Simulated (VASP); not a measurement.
Here is a VASP 6.6.1 calculation.

The input INCAR:

```
SYSTEM = AgPdO2
  PREC = Accurate
  ENCUT = 520
  EDIFF = 1E-6
  ISMEAR = -1
  SIGMA = 0.1
  LREAL = .FALSE.
  LASPH = .TRUE.
  NELM = 60
  ALGO = Normal
  ISIF = 2
  LWAVE = .FALSE.
  LCHARG = .FALSE.
  NBANDS = 24
```

KPOINTS

```
Automatic mesh
0
G
  9 8 5
  0 0 0
```

File POSCAR:

```
AgPdO2
1.0
    2.9520325637      0.0000000000      0.0000000000
    0.0000000000      3.2768818228      0.0000000000
    0.0000000000      0.0000000000      5.3400843170
Ag Pd O
1 1 2
Direct
    0.5000000000      0.5000000000      0.5000000000
    0.0000000000      0.0000000000      0.0000000000
    0.5000000000      0.0000000000      0.2466205357
    0.5000000000      0.0000000000      0.7533794643
```

Potentials or basis: VASP PAW LDA potentials, release 64 (Ag, Pd, O).

Launch:

```sh
$ cat potpaw_LDA.64/Ag/POTCAR potpaw_LDA.64/Pd/POTCAR potpaw_LDA.64/O/POTCAR > POTCAR
$ mpirun -np 1 vasp_std > vasp.out
```

Task: What does it give for the largest force?

Result: 0.033 eV/Å.

Task: What does it give for the band gap on the k mesh?

Result: Zero (an odd number of electrons rules out a gap without spin polarisation).

Task: Predict the pressure.

Result: 0.3 GPa.

Forces on the atoms (eV/Å):
```
Ag   0.000  0.000  0.000
Pd   0.000  0.000  0.000
O    0.000  0.000  0.033
O    0.000  0.000 -0.033
```

Caveat: an odd number of electrons without spin polarisation forces a metal; a magnetic or distorted state may lie lower.
